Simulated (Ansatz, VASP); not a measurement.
**TaN: VASP beside Ansatz**

```
Ta N
1.0
     5.18884    0.00000    0.00000
    -2.59442    4.49367    0.00000
     0.00000    0.00000    2.91343
Ta N
3 3
Direct
  0.00000 0.00000 0.00000
  0.33333 0.66667 0.50000
  0.66667 0.33333 0.50000
  0.50000 0.00000 0.00000
  0.50000 0.50000 0.00000
  0.00000 0.50000 0.00000
```

Alike in both runs: functional revPBE; dispersion D3(BJ); k mesh 5 × 5 × 8; no spin polarisation.

Ansatz relaxed the structure, and its values are those at the end. VASP's run is a single point on that final structure, the one shown.

|  | VASP | Ansatz |
| --- | --- | --- |
| version | VASP 6.6.1 | Ansatz 0.2.0 |
| potentials or method | VASP PAW PBE potentials, release 64 (Ta_pv, N) | plane waves, PAW |
| plane-wave cutoff (eV) | 520 | 420 |
| occupations | methfessel-paxton of order 1, width 0.15 eV | cold, width 0.15 eV |
| valence electrons in the cell | 48 | 54 |

```tsv
	VASP	Ansatz	Ansatz less VASP
pressure (GPa)	0.8	0.0	-0.82
```

VASP's potentials were made for PBE, not for revPBE. VASP's potentials hold 48 valence electrons a cell and Ansatz's 54, so a difference there can come from the potentials and not from the codes. Ansatz's warnings: structure snapped to symmetry.

Neither program's run includes spin-orbit coupling.
